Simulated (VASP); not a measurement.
# Co (P6_3/mmc) in VASP: a series of runs, part 2 of 2

VASP 6.6.1.

## (4) Single point, LDA, collinear spin, ferromagnetic start

This run uses another cell than the first one, of 10.01 Å³/atom, 1.200 times its volume.

INCAR reads:

```
SYSTEM = Co
  PREC = Accurate
  ENCUT = 520
  EDIFF = 1E-6
  ISMEAR = 0
  SIGMA = 0.15
  LREAL = .False.
  LASPH = .True.
  NELM = 150
  ALGO = Normal
  ISIF = 2
  LWAVE = .False.
  LCHARG = .False.
  ISPIN = 2
  MAGMOM = 1.375 1.375
  LORBIT = 11
  NUPDOWN = 2.75
  LMAXMIX = 4
  NBANDS = 20
```

KPOINTS reads:

```
regular mesh
0
Gamma
  24 24 12
  0 0 0
```

POSCAR reads:

```
Co
1.0
    2.4287596817      0.0000000000      0.0000000000
   -1.2143798408      2.1033675840      0.0000000000
    0.0000000000      0.0000000000      3.9177515245
Co
2
Direct
    0.6666666667      0.3333333333      0.2500000000
    0.3333333333      0.6666666667      0.7500000000
```

Potentials or basis: VASP PAW LDA potentials, release 64 (Co).

Started as:

```
> cat potpaw_LDA.64/Co/POTCAR > POTCAR
> mpirun -np 1 vasp_std > vasp.out
```

OUTCAR:

```text
SYSTEM = Co
   PREC = Accurate
   ENCUT = 520
   EDIFF = 1E-6
   ISMEAR = 0
   LREAL = .False.
   LASPH = .True.
   NELM = 150
   ISIF = 2
   ISPIN = 2
   LORBIT = 11
   NUPDOWN = 2.75

 ion  position               nearest neighbor table
   1  0.667  0.333  0.250-   2 2.41   2 2.41   2 2.41   2 2.41   2 2.41   2 2.41
   2  0.333  0.667  0.750-   1 2.41   1 2.41   1 2.41   1 2.41   1 2.41   1 2.41

  LATTYP: Found a hexagonal cell.
 ALAT       =     2.4287596817
 C/A-ratio  =     1.6130667657

  Lattice vectors:

 A1 = (   2.4287596817,   0.0000000000,   0.0000000000)
 A2 = (  -1.2143798408,   2.1033675840,   0.0000000000)
 A3 = (   0.0000000000,   0.0000000000,   3.9177515245)

Analysis of symmetry for initial positions (statically):
=====================================================================
 Subroutine PRICEL returns:
 Original cell was already a primitive cell.

 Routine SETGRP: Setting up the symmetry group for a
 hexagonal supercell.

 Subroutine GETGRP returns: Found 24 space group operations
 (whereof 12 operations were pure point group operations)
 out of a pool of 24 trial point group operations.

The static configuration has the point symmetry D_3d.
 The point group associated with its full space group is D_6h.

Analysis of symmetry for dynamics (positions and initial velocities):
=====================================================================
 Subroutine PRICEL returns:
 Original cell was already a primitive cell.

 Routine SETGRP: Setting up the symmetry group for a
 hexagonal supercell.

 Subroutine GETGRP returns: Found 24 space group operations
 (whereof 12 operations were pure point group operations)
 out of a pool of 24 trial point group operations.

The dynamic configuration has the point symmetry D_3d.
 The point group associated with its full space group is D_6h.

Analysis of structural, dynamic, and magnetic symmetry:
=====================================================================
 Subroutine PRICEL returns:
 Original cell was already a primitive cell.

 Routine SETGRP: Setting up the symmetry group for a
 hexagonal supercell.

 Subroutine GETGRP returns: Found 24 space group operations
 (whereof 12 operations were pure point group operations)
 out of a pool of 24 trial point group operations.

The overall configuration has the point symmetry D_3d.
 The point group associated with its full space group is D_6h.

 Subroutine INISYM returns: Found 24 space group operations
 (whereof 12 operations are pure point group operations),
 and found     1 'primitive' translations

----------------------------------------------------------------------------------------

                                     Primitive cell

  volume of cell :      20.0141

  direct lattice vectors                    reciprocal lattice vectors
     2.428759682  0.000000000  0.000000000     0.411732790  0.237714037  0.000000000
    -1.214379841  2.103367584  0.000000000     0.000000000  0.475428074  0.000000000
     0.000000000  0.000000000  3.917751524     0.000000000  0.000000000  0.255248449

  length of vectors
     2.428759682  2.428759682  3.917751524     0.475428074  0.475428074  0.255248449

  position of ions in fractional coordinates (direct lattice)
     0.666666667  0.333333333  0.250000000
     0.333333333  0.666666667  0.750000000
[... 64 lines left out ...]
   ions per type =               2
   NGX,Y,Z   is equivalent  to a cutoff of  12.32, 12.32, 12.73 a.u.
   NGXF,Y,Z  is equivalent  to a cutoff of  24.64, 24.64, 25.46 a.u.
 SYSTEM =  Co
   PREC   = accura    normal or accurate (medium, high low for compatibility)
   ISTART =      0    job   : 0-new  1-cont  2-samecut
   ICHARG =      2    charge: 1-file 2-atom 10-const
   ISPIN  =      2    spin polarized calculation?
   LNONCOLLINEAR =      F non collinear calculations
   LSORBIT =      F    spin-orbit coupling
   LASPH  =      T    aspherical Exc in radial PAW
   ENCUT  =  520.0 eV  38.22 Ry    6.18 a.u.   4.52  4.52  7.28*2*pi/ulx,y,z
   NELM   =    150;   NELMIN=  2; NELMDL= -5     # of ELM steps
   EDIFF  = 0.1E-05   stopping-criterion for ELM
   LREAL  =      F    real-space projection
   EDIFFG = 0.1E-04   stopping-criterion for IOM
   NSW    =      0    number of steps for IOM
   IBRION =     -1    ionic relax: 0-MD 1-quasi-New 2-CG
   NFREE  =      0    steps in history (QN), initial steepest desc. (CG)
   ISIF   =      2    stress and relaxation
   ISYM   =      2    0-nonsym 1-usesym 2-fastsym
   POTIM  = 0.5000    time-step for ionic-motion
   TEBEG  =    0.0;   TEEND  =   0.0 temperature during run
   PSTRESS=    0.0 pullay stress
   NELECT =      18.0000    total number of electrons
   NUPDOWN=       2.7500    fix difference up-down
   EMIN   =  10.00;   EMAX   =-10.00  energy-range for DOS
   EFERMI =   0.00;   METHOD = LEGACY
   ISMEAR =     0;   SIGMA  =   0.15  broadening in eV -4-tet -1-fermi 0-gaus
   EFERMI_NEDOS =   21; number of points for ismear=-14 and -15
   IALGO  =     38    algorithm
   IMIX   =      4    mixing-type and parameters
     AMIX     =   0.40;   BMIX     =  1.00
     AMIX_MAG =   1.60;   BMIX_MAG =  1.00
  volume/ion in A,a.u.               =      10.01        67.53
  Fermi-wavevector in a.u.,A,eV,Ry     =   1.580229  2.986201 33.975446  2.497125
  Thomas-Fermi vector in A             =   2.680489
   LORBIT       =     11    0 simple, 1 ext, 2 COOP (PROOUT), +10 PAW based schemes
   GGA     = CA    functional components
   LHFCALC =     F    Hartree Fock is set to
   AEXX    =    0.0000 exact exchange contribution
   IVDW    =     0    specifies the selected vdW correction
   LEPSILON=     F    determine dielectric tensor
   LRPA    =     F    only Hartree local field effects (RPA)
 spin polarized calculation
 Gauss-broadening in eV      SIGMA  =   0.15
  energy-cutoff  :      520.00
  volume of cell :       20.01
 maximum number of plane-waves:       559
   NGX =  9   NGY =  9   NGZ = 15

 number of electron      17.9999992 magnetization       2.7499998

 Free energy of the ion-electron system (eV)
  ---------------------------------------------------
  ext. energy  EPLUGINS =         0.00000000
  ---------------------------------------------------
  free energy    TOTEN  =       -16.25351761 eV

  energy without entropy =      -16.22258265  energy(sigma->0) =      -16.23805013

 E-fermi :  11.1047     XC(G=0): -14.2205

 val. band max:       11.1023297256   @ k =   0.2083   0.0833   0.0000
 cond. band min:      11.0083570880   @ k =   0.0417  -0.0000   0.1667
 fundamental gap:     -0.0939726375
 Fermi energy:        10.9921251726

 spin component 1

 k-point     1 :       0.0000    0.0000    0.0000
  band No.  band energies     occupation
      1       1.7343      1.00000
      2       5.6851      1.00000
      3       8.5738      1.00000
      4       8.5900      1.00000
      5       8.5900      1.00000
      6       8.9584      1.00000
[... 541 lines left out ...]
     19      35.1594      0.00000
     20      36.9795      0.00000

 [... further k-points ...]

 spin component 2

 k-point     1 :       0.0000    0.0000    0.0000
  band No.  band energies     occupation
      1       1.8992      1.00000
      2       6.4841      1.00000
      3       9.8470      1.00000
      4       9.8528      1.00000
      5       9.8528      1.00000
      6      10.2633      1.00000
[... 541 lines left out ...]
     19      35.6347      0.00000
     20      37.3132      0.00000

 [... further k-points ...]
[... 5 lines left out ...]
  --------------------------------------------------------------------------------------
  -------------------------------------------------------------------------------------
  Total       -0.3081535     -0.3081535     -0.4040268     -0.0000000      0.0000000      0.0000000
  in kB      -24.6684042    -24.6684042    -32.3432886     -0.0000000      0.0000000      0.0000000
  external PRESSURE =     -27.2266990 kB  Pullay stress =       0.0000000 kB

 VOLUME and BASIS-vectors are now :
 -----------------------------------------------------------------------------
  energy-cutoff  :      520.00
  volume of cell :       20.01
      direct lattice vectors                 reciprocal lattice vectors
     2.428759682  0.000000000  0.000000000     0.411732790  0.237714037  0.000000000
    -1.214379841  2.103367584  0.000000000     0.000000000  0.475428074  0.000000000
     0.000000000  0.000000000  3.917751524     0.000000000  0.000000000  0.255248449

 POSITION                                       TOTAL-FORCE (eV/Angst)
 -----------------------------------------------------------------------------------
      1.21438      0.70112      0.97944         0.000000     -0.000000      0.000000
     -0.00000      1.40225      2.93831        -0.000000      0.000000      0.000000
 -----------------------------------------------------------------------------------
    total drift:                                0.000000     -0.000000     -0.000000

  FREE ENERGIE OF THE ION-ELECTRON SYSTEM (eV)
  ---------------------------------------------------
  free  energy   TOTEN  =       -16.2535176123 eV

  energy  without entropy=      -16.2225826465  energy(sigma->0) =      -16.23805013

 total charge

# of ion       s       p       d       tot
------------------------------------------
    1        0.522   0.589   7.340   8.451
    2        0.522   0.589   7.340   8.451
--------------------------------------------------
tot          1.044   1.177  14.681  16.901

 magnetization (x)

# of ion       s       p       d       tot
------------------------------------------
    1       -0.013  -0.039   1.422   1.370
    2       -0.013  -0.039   1.422   1.370
--------------------------------------------------
tot         -0.027  -0.077   2.843   2.739
```

OSZICAR:

```text
N       E                     dE             d eps       ncg     rms          rms(c)
DAV:   1     0.843441246924E+02    0.84344E+02   -0.78782E+03 36500   0.123E+03
DAV:   2    -0.138257937906E+02   -0.98170E+02   -0.89177E+02 34616   0.222E+02
DAV:   3    -0.185619394181E+02   -0.47361E+01   -0.45328E+01 38844   0.584E+01
DAV:   4    -0.186346699412E+02   -0.72731E-01   -0.72671E-01 41368   0.640E+00
DAV:   5    -0.186368860321E+02   -0.22161E-02   -0.22159E-02 39900   0.108E+00    0.169E+01
DAV:   6    -0.166825778680E+02    0.19543E+01   -0.70908E+00 39068   0.574E+01    0.655E+00
DAV:   7    -0.163030952583E+02    0.37948E+00   -0.11233E+00 40160   0.205E+01    0.392E+00
DAV:   8    -0.162703311732E+02    0.32764E-01   -0.13186E-02 54344   0.136E+00    0.173E+00
DAV:   9    -0.162551132085E+02    0.15218E-01   -0.18331E-03 59428   0.792E-01    0.406E-01
DAV:  10    -0.162535881882E+02    0.15250E-02   -0.29058E-04 45920   0.165E-01    0.689E-02
DAV:  11    -0.162535136338E+02    0.74554E-04   -0.29300E-05 47436   0.491E-02    0.376E-02
DAV:  12    -0.162535179066E+02   -0.42728E-05   -0.37149E-06 39700   0.158E-02    0.126E-02
DAV:  13    -0.162535176123E+02    0.29433E-06   -0.22723E-07 18900   0.519E-03
   1 F= -.16253518E+02 E0= -.16238050E+02  d E =-.309350E-01  mag=     2.7500
```

stdout:

```text
POSCAR found type information on POSCAR Co
 POSCAR found :  1 types and       2 ions
 scaLAPACK will be used
 LDA part: xc-table for (Slater(with rela. corr.)+CA(PZ))
 , standard interpolation
 POSCAR, INCAR and KPOINTS ok, starting setup
 FFT: planning ... GRIDC
 FFT: planning ... GRID_SOFT
 FFT: planning ... GRID
 WAVECAR not read
 entering main loop
```

It took 2 min on 1 thread of Intel Xeon 6975P-C (Granite Rapids), shared host; peak memory 0.32 GiB.

What came out:

* Free energy: -16.2535 eV
* Pressure: -2.7 GPa
* Net moment: 2.75 μB per cell
* Site moments: Co +1.37 μB
* Valence electrons inside the program's atomic spheres: Co 8.45

Caveat: the total moment is fixed, so each spin has its own Fermi level.

## (5) Overview

| fixed moment (μB) | cell | pressure (GPa) | moment (μB) |
| --- | --- | --- | --- |
| 0.55 | a = 2.286, b = 2.286, c = 3.687 Å, angles 90.0, 90.0, 120.0°, 2 atoms | 61.1 | 0.55 |
| 1.65 | a = 2.429, b = 2.429, c = 3.918 Å, angles 90.0, 90.0, 120.0°, 2 atoms | -8.8 | 1.65 |
| 2.75 | a = 2.429, b = 2.429, c = 3.918 Å, angles 90.0, 90.0, 120.0°, 2 atoms | -2.7 | 2.75 |

Alike in all rows: task single point; level LDA; potentials or basis VASP PAW LDA potentials, release 64 (Co); spin collinear, ferromagnetic start; k mesh 24 × 24 × 12; cutoff (eV) 520; smearing gaussian 0.15 eV.

Caveats: the total moment is fixed, so each spin has its own Fermi level.

Total energies depend on the potentials used, so only differences within one code and one set of settings carry meaning.
